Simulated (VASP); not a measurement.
Set up this calculation in VASP 6.6.1, as the native input.

| Item | Value |
| --- | --- |
| Task | relaxation of cell and atoms |
| Functional | PBE |
| Potentials or basis | VASP PAW PBE potentials, release 64 (Cd, S) |
| Cutoff | 600 eV |
| k mesh | 8 × 8 × 8 |
| Occupations | gaussian, width 0.1 eV |
| Spin | no spin polarisation |
| Dipole correction | no |
| Further INCAR settings | ALGO = Fast; EDIFF = 1e-06; IBRION = 2; EDIFFG = -0.01; NSW = 100; ISIF = 3 |

The structure of CdS4 lies in POSCAR:

```
CdS4
1.0
    4.8322574364      0.0000000000      0.0000000000
    0.0000000000      4.8322574364      0.0000000000
    0.0000000000      0.0000000000      5.0142961376
Cd S
1 4
Direct
    0.0000000000      0.0000000000      0.5000000000
    0.0000000000      0.5000000000      0.1972820693
    0.5000000000      0.0000000000      0.1972820693
    0.0000000000      0.5000000000      0.8027179307
    0.5000000000      0.0000000000      0.8027179307
```

The cell was generated, and may not be a known phase.

These files were run (other wordings do the same):

INCAR

```
PREC     = Accurate       # precision mode
ENCUT    = 600            # plane-wave cutoff, eV
EDIFF    = 1E-6           # SCF threshold, eV
ISMEAR   = 0              # smearing method
SIGMA    = 0.1            # smearing width, eV
LREAL    = False          # projectors in reciprocal space
LASPH    = True           # aspherical terms in the spheres
NELM     = 100            # most SCF steps
ALGO     = Fast           # electronic algorithm
ISIF     = 3              # what is computed and relaxed
LWAVE    = False          # write WAVECAR
LCHARG   = False          # write CHGCAR
GGA      = PE             # functional
IBRION   = 2              # ionic algorithm
NSW      = 100            # ionic steps
EDIFFG   = -0.01          # ionic threshold
```

KPOINTS

```
Automatic mesh
0
Gamma
  8 8 8
```

Potentials or basis: VASP PAW PBE potentials, release 64 (Cd, S).

Launch:

```sh
$ cat potpaw_PBE.64/Cd/POTCAR potpaw_PBE.64/S/POTCAR > POTCAR
$ mpirun -np 1 vasp_std > vasp.out
```

It gave:

```json
{
  "Relaxed volume": "23.44 Å³/atom",
  "Relaxed cell": "a = 4.844 Å, b = 4.844 Å, c = 4.995 Å, α = 90.00°, β = 90.00°, γ = 90.00°",
  "Space group after relaxing (to 0.1 Å)": "P4/mmm (No. 123)",
  "Energy gained by relaxing": "0.4 meV/atom",
  "Ionic steps": "6",
  "Pressure after relaxing": "0.0 GPa",
  "Largest force after relaxing": "0.010 eV/Å",
  "Band gap on the k mesh": "zero (bands 18 and 19 overlap by 1.58 eV)"
}
```

It took 19 min on 1 thread of Oxide Virtual Turin-like Processor, with other jobs on the host, peak memory 0.36 GiB.
